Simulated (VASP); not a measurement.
# Si (Fd-3m) in VASP: notebook

Si is run at these levels: PBE; tasks: single point.

All numbers are computed with VASP 6.6.1; they aren't measurements. Logs are shortened: lines on timing, memory, paths and dates and some standing lists are left out, and cuts for length are marked.

## (1) The cell of the first run

It takes space group Fd-3m (No. 227, cubic). Conventional cell: a = 5.240 Å, b = 5.240 Å, c = 5.240 Å, α = 90.00°, β = 90.00°, γ = 90.00°. Si (site symmetry -43m) has 4 Si at 2.27 Å within 3.0 Å.

## (2) Single point, PBE

The input, INCAR:

```
PREC = Accurate ; ENCUT = 500
EDIFF = 1E-6 ; ISMEAR = 0
SIGMA = 0.01 ; LREAL = F
LASPH = T ; NELM = 120
ALGO = Normal ; ISIF = 2
LWAVE = F ; LCHARG = T
GGA = PE ; LELF = T
LVHAR = T ; NBANDS = 11
GGA_COMPAT = F
```

The input, KPOINTS:

```
Automatic mesh
0
Gamma
  6 6 6
```

The input, POSCAR:

```
Si
1.0
    0.0000000000      2.6199133745      2.6199133745
    2.6199133745      0.0000000000      2.6199133745
    2.6199133745      2.6199133745      0.0000000000
Si
2
Direct
    0.7500000000      0.7500000000      0.7500000000
    0.5000000000      0.5000000000      0.5000000000
```

Potentials or basis: VASP PAW PBE potentials, release 64 (Si).

Run with:

```bash
$ cat potpaw_PBE.64/Si/POTCAR > POTCAR
$ mpirun -np 1 vasp_std > vasp.out
```

OUTCAR:

```text
PREC = Accurate
   ENCUT = 500
   EDIFF = 1E-6
   ISMEAR = 0
   LREAL = F
   LASPH = T
   NELM = 120
   ISIF = 2
   GGA = PE

 ion  position               nearest neighbor table
   1  0.750  0.750  0.750-   2 2.27   2 2.27   2 2.27   2 2.27
   2  0.500  0.500  0.500-   1 2.27   1 2.27   1 2.27   1 2.27

  LATTYP: Found a face centered cubic cell.
 ALAT       =     5.2398267490

  Lattice vectors:

 A1 = (   0.0000000000,   2.6199133745,   2.6199133745)
 A2 = (   2.6199133745,   0.0000000000,   2.6199133745)
 A3 = (   2.6199133745,   2.6199133745,   0.0000000000)

Analysis of symmetry for initial positions (statically):
=====================================================================
 Subroutine PRICEL returns:
 Original cell was already a primitive cell.

 Routine SETGRP: Setting up the symmetry group for a
 face centered cubic supercell.

 Subroutine GETGRP returns: Found 48 space group operations
 (whereof 24 operations were pure point group operations)
 out of a pool of 48 trial point group operations.

The static configuration has the point symmetry T_d .
 The point group associated with its full space group is O_h .

Analysis of symmetry for dynamics (positions and initial velocities):
=====================================================================
 Subroutine PRICEL returns:
 Original cell was already a primitive cell.

 Routine SETGRP: Setting up the symmetry group for a
 face centered cubic supercell.

 Subroutine GETGRP returns: Found 48 space group operations
 (whereof 24 operations were pure point group operations)
 out of a pool of 48 trial point group operations.

The dynamic configuration has the point symmetry T_d .
 The point group associated with its full space group is O_h .

 Subroutine INISYM returns: Found 48 space group operations
 (whereof 24 operations are pure point group operations),
 and found     1 'primitive' translations

----------------------------------------------------------------------------------------

                                     Primitive cell

  volume of cell :      35.9659

  direct lattice vectors                    reciprocal lattice vectors
     0.000000000  2.619913374  2.619913374    -0.190846005  0.190846005  0.190846005
     2.619913374  0.000000000  2.619913374     0.190846005 -0.190846005  0.190846005
     2.619913374  2.619913374  0.000000000     0.190846005  0.190846005 -0.190846005

  length of vectors
     3.705117026  3.705117026  3.705117026     0.330554976  0.330554976  0.330554976

  position of ions in fractional coordinates (direct lattice)
[... 78 lines left out ...]
   POTIM  = 0.5000    time-step for ionic-motion
   TEBEG  =    0.0;   TEEND  =   0.0 temperature during run
   PSTRESS=    0.0 pullay stress
   NELECT =       8.0000    total number of electrons
   NUPDOWN=      -1.0000    fix difference up-down
   EMIN   =  10.00;   EMAX   =-10.00  energy-range for DOS
   EFERMI =   0.00;   METHOD = LEGACY
   ISMEAR =     0;   SIGMA  =   0.01  broadening in eV -4-tet -1-fermi 0-gaus
   EFERMI_NEDOS =   21; number of points for ismear=-14 and -15
   IALGO  =     38    algorithm
   IMIX   =      4    mixing-type and parameters
     AMIX     =   0.40;   BMIX     =  1.00
     AMIX_MAG =   1.60;   BMIX_MAG =  1.00
  volume/ion in A,a.u.               =      17.98       121.35
  Fermi-wavevector in a.u.,A,eV,Ry     =   0.991915  1.874448 13.386716  0.983896
  Thomas-Fermi vector in A             =   2.123690
   LORBIT       =      0    0 simple, 1 ext, 2 COOP (PROOUT), +10 PAW based schemes
   GGA     = PE    functional components
   LHFCALC =     F    Hartree Fock is set to
   AEXX    =    0.0000 exact exchange contribution
   IVDW    =     0    specifies the selected vdW correction
   LEPSILON=     F    determine dielectric tensor
   LRPA    =     F    only Hartree local field effects (RPA)
 non-spin polarized calculation
 Gauss-broadening in eV      SIGMA  =   0.01
  energy-cutoff  :      500.00
  volume of cell :       35.97
 maximum number of plane-waves:       941
   NGX = 13   NGY = 13   NGZ = 13

 number of electron       7.9999999 magnetization

 Free energy of the ion-electron system (eV)
  ---------------------------------------------------
  ext. energy  EPLUGINS =         0.00000000
  ---------------------------------------------------
  free energy    TOTEN  =       -10.61743201 eV

  energy without entropy =      -10.61743201  energy(sigma->0) =      -10.61743201

 E-fermi :   7.0307     XC(G=0):  -9.8305

 val. band max:        6.9758773907   @ k =   0.0000   0.0000   0.0000
 cond. band min:       7.4451344722   @ k =   0.5000   0.5000   0.0000
 fundamental gap:      0.4692570815
 Fermi energy:         7.0306863695

 k-point     1 :       0.0000    0.0000    0.0000
  band No.  band energies     occupation
      1      -5.7580      2.00000
      2       6.9759      2.00000
      3       6.9759      2.00000
      4       6.9759      2.00000
      5       9.5737      0.00000
      6       9.5737      0.00000
      7       9.5737      0.00000
      8      11.6327      0.00000
      9      14.7357      0.00000
     10      14.7357      0.00000
     11      15.3786      0.00000
[... 197 lines left out ...]
 k-point    16 :      -0.3333    0.5000    0.1667
  band No.  band energies     occupation
      1      -1.0492      2.00000
      2      -1.0492      2.00000
      3       2.8893      2.00000
      4       2.8893      2.00000
      5       9.6899      0.00000
      6       9.6899      0.00000
      7      14.1238      0.00000
      8      14.1238      0.00000
      9      18.2067      0.00000
     10      18.2067      0.00000
     11      20.8312      0.00000

------------------------ aborting loop because EDIFF is reached ----------------------------------------

  FORCE on cell =-STRESS in cart. coord.  units (eV):
  Direction    XX          YY          ZZ          XY          YZ          ZX
  --------------------------------------------------------------------------------------
  -------------------------------------------------------------------------------------
  Total        3.3915629      3.3915629      3.3915629      0.0000000      0.0000000     -0.0000000
  in kB      151.0844144    151.0844144    151.0844144      0.0000000      0.0000000     -0.0000000
  external PRESSURE =     151.0844144 kB  Pullay stress =       0.0000000 kB

 VOLUME and BASIS-vectors are now :
 -----------------------------------------------------------------------------
  energy-cutoff  :      500.00
  volume of cell :       35.97
      direct lattice vectors                 reciprocal lattice vectors
     0.000000000  2.619913374  2.619913374    -0.190846005  0.190846005  0.190846005
     2.619913374  0.000000000  2.619913374     0.190846005 -0.190846005  0.190846005
     2.619913374  2.619913374  0.000000000     0.190846005  0.190846005 -0.190846005

 POSITION                                       TOTAL-FORCE (eV/Angst)
 -----------------------------------------------------------------------------------
      3.92987      3.92987      3.92987        -0.000000      0.000000     -0.000000
      2.61991      2.61991      2.61991         0.000000     -0.000000      0.000000
 -----------------------------------------------------------------------------------
    total drift:                                0.000000      0.000000     -0.000000

  FREE ENERGIE OF THE ION-ELECTRON SYSTEM (eV)
  ---------------------------------------------------
  free  energy   TOTEN  =       -10.6174320107 eV

  energy  without entropy=      -10.6174320107  energy(sigma->0) =      -10.61743201
```

OSZICAR:

```text
N       E                     dE             d eps       ncg     rms          rms(c)
DAV:   1     0.812212921529E+01    0.81221E+01   -0.33174E+03   352   0.580E+02
DAV:   2    -0.103702523480E+02   -0.18492E+02   -0.17751E+02   461   0.885E+01
DAV:   3    -0.108698571240E+02   -0.49960E+00   -0.49750E+00   444   0.125E+01
DAV:   4    -0.108736255121E+02   -0.37684E-02   -0.37678E-02   413   0.137E+00
DAV:   5    -0.108736570642E+02   -0.31552E-04   -0.31551E-04   478   0.115E-01    0.563E+00
DAV:   6    -0.106929479855E+02    0.18071E+00   -0.11095E-01   388   0.137E+00    0.347E+00
DAV:   7    -0.106160051982E+02    0.76943E-01   -0.19706E-01   397   0.195E+00    0.315E-01
DAV:   8    -0.106172327096E+02   -0.12275E-02   -0.76449E-03   397   0.485E-01    0.928E-02
DAV:   9    -0.106174044790E+02   -0.17177E-03   -0.15771E-04   436   0.817E-02    0.675E-02
DAV:  10    -0.106174319506E+02   -0.27472E-04   -0.24606E-05   408   0.287E-02    0.110E-02
DAV:  11    -0.106174320107E+02   -0.60155E-07   -0.20290E-06   442   0.747E-03
   1 F= -.10617432E+02 E0= -.10617432E+02  d E =-.704296E-17
```

stdout:

```text
POSCAR found type information on POSCAR Si
 POSCAR found :  1 types and       2 ions
 scaLAPACK will be used
 LDA part: xc-table for (Slater+PW92), standard interpolation
 POSCAR, INCAR and KPOINTS ok, starting setup
 FFT: planning ... GRIDC
 FFT: planning ... GRID_SOFT
 FFT: planning ... GRID
 WAVECAR not read
 entering main loop
```

Run time: 12 s. Hardware: 1 thread of Intel Xeon 8259CL, shared host; peak memory 0.14 GiB.

What came out:

```
Free energy            : -10.6174 eV
Pressure               : 15.1 GPa
Band gap on the k mesh : 0.47 eV, indirect (least direct gap 2.60 eV)
```

## (3) Single point, PBE

This run uses another cell than the first one, of 18.48 Å³/atom, 1.028 times its volume.

INCAR is that of step 2.

KPOINTS is that of step 2.

The input, POSCAR:

```
Si
1.0
    0.0000000000      2.6439506197      2.6439506197
    2.6439506197      0.0000000000      2.6439506197
    2.6439506197      2.6439506197      0.0000000000
Si
2
Direct
    0.7500000000      0.7500000000      0.7500000000
    0.5000000000      0.5000000000      0.5000000000
```

Potentials or basis: VASP PAW PBE potentials, release 64 (Si).

Run with:

```bash
$ cat potpaw_PBE.64/Si/POTCAR > POTCAR
$ mpirun -np 1 vasp_std > vasp.out
```

Run time: 13 s. Hardware: 1 thread of Intel Xeon 8259CL, shared host; peak memory 0.14 GiB.

Results (log left out):

```yaml
Free_energy: -10.6993 eV
Pressure: 11.2 GPa
Band_gap_on_the_k_mesh: 0.53 eV, indirect (least direct gap 2.59 eV)
```

Levels at points of the mesh, in eV from the valence-band top:
```
           k point  band 1  band 2  band 3  band 4  band 5  band 6  band 7  band 8
(0.00, 0.00, 0.00)  -12.53    0.00    0.00    0.00    2.59    2.59    2.59    4.32
(0.50, 0.00, 0.00)   -9.99   -7.37   -1.27   -1.27    1.82    3.29    3.29    7.82
(0.50, 0.50, 0.00)   -8.09   -8.09   -3.07   -3.07    0.53    0.53   10.82   10.82
```

A k mesh can miss the band edges. Expect the measured gap to be larger: semilocal functionals such as PBE lack the derivative discontinuity.

(Part 1 of 2 ends here.)
